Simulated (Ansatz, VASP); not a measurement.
# Al in VASP and in Ansatz

```xyz
4
Lattice="2.9030 0.0000 0.0000 -1.4515 2.5141 0.0000 0.0000 0.0000 9.6148" Properties=species:S:1:pos:R:3 pbc="T T T"
Al    2.9030    0.0000    9.6148
Al    2.9030    0.0000    4.8074
Al    0.0000    1.6760    2.4037
Al    1.4515    0.8380    7.2111
```

Alike in both runs: task single point; functional PBEsol; k mesh 14 × 14 × 4; occupations fermi-dirac, width 0.1 eV; no spin polarisation.

```csv
,VASP,Ansatz
version,VASP 6.6.1,Ansatz 0.2.0
potentials or method,"VASP PAW PBE potentials, release 64 (Al), cutoff 520 eV","plane waves (420 eV) with PAW, scalar-relativistic"
valence electrons in the cell,12,12
```

VASP gave:

```
pressure (GPa)                                                : -5.2
traceless stress, the component that is largest in VASP (GPa) : 0.46
```

Q: What did Ansatz give for the same quantities?

A: Pressure (GPa): -5.3; traceless stress, the component that is largest in VASP (GPa): 0.46.

VASP's potentials were made for PBE, not for PBEsol, and Ansatz warns of the same on its side.
